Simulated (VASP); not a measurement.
Set up this calculation in VASP 6.6.1, as the native input.

```yaml
Task: relaxation of cell and atoms
Functional: PBE
Potentials_or_basis: VASP PAW PBE potentials, release 64 (Sn_d, Mn_pv)
Cutoff: 600 eV
k_mesh: 6 × 6 × 6
Occupations: gaussian, width 0.1 eV
Spin: collinear spin, ferromagnetic start
Starting_moments: "[0.0, 0.0, 0.0, 4.07] μB"
Dipole_correction: no
Further_INCAR_settings: ALGO = Fast; EDIFF = 1e-06; IBRION = 2; EDIFFG = -0.05; NSW = 100; ISIF = 3
```

The structure of MnSn3 lies in POSCAR:

```
MnSn3
1.0
    4.2763074099      0.0000000000      0.0000000000
    0.0000000000      4.2763074099      0.0000000000
    0.0000000000      0.0000000000      4.2763074099
Sn Mn
3 1
Direct
    0.0000000000      0.5000000000      0.5000000000
    0.5000000000      0.0000000000      0.5000000000
    0.5000000000      0.5000000000      0.0000000000
    0.0000000000      0.0000000000      0.0000000000
```

The input as run:

INCAR

```
SYSTEM = MnSn3
PREC = Accurate
ENCUT = 600
EDIFF = 1E-6
ISMEAR = 0
SIGMA = 0.1
LREAL = .False.
LASPH = .True.
NELM = 150
ALGO = Fast
ISIF = 3
LWAVE = .False.
LCHARG = .False.
ISPIN = 2
MAGMOM = 0 0 0 4.07
LORBIT = 11
LMAXMIX = 4
GGA = PE
IBRION = 2
NSW = 100
EDIFFG = -0.05
```

KPOINTS

```
regular mesh
0
Gamma
  6 6 6
  0 0 0
```

Potentials or basis: VASP PAW PBE potentials, release 64 (Sn_d, Mn_pv).

The run is started by

```bash
$ cat potpaw_PBE.64/Sn_d/POTCAR potpaw_PBE.64/Mn_pv/POTCAR > POTCAR
$ mpirun -np 1 vasp_std > vasp.out
```

It gave:

The relaxed volume is 24.26 Å³/atom, the relaxed cell is a = 4.596 Å, b = 4.596 Å, c = 4.596 Å, α = 90.00°, β = 90.00°, γ = 90.00° and the space group after relaxing (to 0.1 Å) is Pm-3m (No. 221). The energy gained by relaxing is 227.3 meV/atom and the ionic steps are 3. The pressure after relaxing is 0.0 GPa, the net moment is -4.12 μB per cell and the site moments are Sn +0.03; Mn -4.00 μB. The valence electrons inside the program's atomic spheres are Sn 12.21; Mn 11.32.

Caveat: the volume moved by over 15 % at a fixed basis, so the end points are rough.

Run time: 4.7 min on 1 thread of AMD EPYC 9R45 96-Core Processor (Zen 5), with other jobs on the host, peak memory 0.28 GiB.
